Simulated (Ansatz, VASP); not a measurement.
# One calculation of Sn, two programs

POSCAR

```
Sn
1.0
    0.0000000000      3.2456000000      3.6714227200
    3.2456000000      0.0000000000      3.6714227200
    3.2456000000      3.2456000000      0.0000000000
Sn
2
Direct
    0.5000000000      0.5000000000      0.5000000000
    0.7500000000      0.7500000000      0.7500000000
```

INCAR.step1

```
SYSTEM = Sn
PREC = Accurate ; ENCUT = 520
ISMEAR = 0 ; SIGMA = 0.15
LREAL = .False. ; LASPH = .True.
NELM = 80 ; NBANDS = 21
GGA = PE ; ALGO = Normal
EDIFF = 1E-4 ; LWAVE = .True.
LCHARG = .False.
```

INCAR.step2

```
SYSTEM = Sn
PREC = Accurate ; ENCUT = 520
EDIFF = 1E-7 ; ISMEAR = 0
SIGMA = 0.15 ; LREAL = .False.
LASPH = .True. ; NELM = 80
ALGO = Normal ; ISIF = 2
LWAVE = .False. ; LCHARG = .False.
METAGGA = R2SCAN ; LMIXTAU = .True.
NBANDS = 21 ; ISTART = 1
```

KPOINTS

```
regular mesh
0
Gamma
  12 12 12
  0 0 0
```

Input for Ansatz:

```yaml
crystal:
  lattice:
    - [0.0, 3.2456, 3.67142272]
    - [3.2456, 0.0, 3.67142272]
    - [3.2456, 3.2456, 0.0]
  atoms:
    - { symbol: Sn, position: [0.5, 0.5, 0.5] }
    - { symbol: Sn, position: [0.75, 0.75, 0.75] }
basis:
  ecutwfc: 500
kpoints:
  mp_grid: { grid: [12, 12, 12] }
hamiltonian:
  xc: r2scan
scf:
  occupations: { method: gaussian, width: 0.15 }
output:
  forces: true
  stress: true
  eigenvalues: true
```

Change from the starting cell: strain +0.1312 x Voigt [0, 0, 1, 0, 0, 0], atoms carried along.

Alike in both runs: task single point; functional r2SCAN; k mesh 12 × 12 × 12; occupations gaussian, width 0.15 eV; no spin polarisation.

|  | VASP | Ansatz |
| --- | --- | --- |
| version | VASP 6.6.1 | Ansatz 0.2.0 |
| potentials or method | VASP PAW PBE potentials, release 64 (Sn_d), cutoff 520 eV | scalar-relativistic, plane waves, PAW |
| valence electrons in the cell | 28 | 28 |

Ansatz gave:

| Property | Result |
| --- | --- |
| gap on the k mesh at the Fermi level (eV) | none |
| pressure (GPa) | -3.0 |
| traceless stress, the component that is largest in VASP (GPa) | -3.06 |

What did VASP give for the same quantities?

gap on the k mesh at the Fermi level (eV): none; pressure (GPa): -3.1; traceless stress, the component that is largest in VASP (GPa): -3.06.

VASP's potentials were made for PBE, not for r2SCAN. A gap of «none» marks a metal or a gap that the smearing closes. The functional is the same, so the differences come from potentials, cutoffs and numerics.
